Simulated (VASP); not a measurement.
# LaO4: single point with PBE

Crystal: LaO4.

```xyz
5
Lattice="2.3142 1.3361 3.9699 -2.3142 1.3361 3.9699 0.0000 -2.6722 3.9699" Properties=species:S:1:pos:R:3 pbc="T T T"
La    0.0000    0.0000    0.0000
O     0.0000   -1.3361    1.9850
O     1.1571    0.6680    1.9850
O    -1.1571    0.6680    1.9850
O     0.0000    0.0000    5.9549
```

The cell was generated, and may not be a known phase.

```yaml
Program: VASP 6.6.1
Task: single point
Functional: PBE
Potentials_or_basis: VASP PAW PBE potentials, release 64 (La, O)
Cutoff: 520 eV
k_mesh: 6 × 6 × 6
Occupations: gaussian, width 0.1 eV
Spin: no spin polarisation
```

```json
{
 "Pressure": "-0.3 GPa",
 "Band gap on the k mesh": "zero (an odd number of electrons rules out a gap without spin polarisation)"
}
```

Stress tensor (GPa, compression positive):
```
-0.16  0.00  0.00
 0.00 -0.16  0.00
 0.00  0.00 -0.45
```

Levels at points of the mesh, in eV from the Fermi level:
| k point | band 14 | band 15 | band 16 | band 17 | band 18 | band 19 | band 20 | band 21 | band 22 | band 23 |
| --- | --- | --- | --- | --- | --- | --- | --- | --- | --- | --- |
| (0.00, 0.00, 0.00) | -1.38 | -0.59 | 0.17 | 0.17 | 0.21 | 1.48 | 1.48 | 2.63 | 4.29 | 4.29 |
| (0.50, 0.00, 0.00) | -1.53 | -1.48 | -1.36 | -1.29 | -1.14 | 0.67 | 0.91 | 4.24 | 4.38 | 4.44 |
| (0.50, 0.50, 0.00) | -1.96 | -1.52 | -1.48 | -1.23 | -0.94 | 0.73 | 0.92 | 4.35 | 4.43 | 4.54 |
| (0.50, 0.50, 0.50) | -2.84 | -0.91 | 0.22 | 0.22 | 0.25 | 1.49 | 1.49 | 4.29 | 4.49 | 4.51 |

It took 72 s on 1 thread of Intel(R) Xeon(R) Platinum 8259CL CPU @ 2.50GHz (Skylake/Cascade Lake), on a shared host, peak memory 0.24 GiB.

Caveat: spin-orbit coupling is left out, which moves the levels of the heavy elements; an odd number of electrons without spin polarisation forces a metal; a magnetic or distorted state may lie lower.
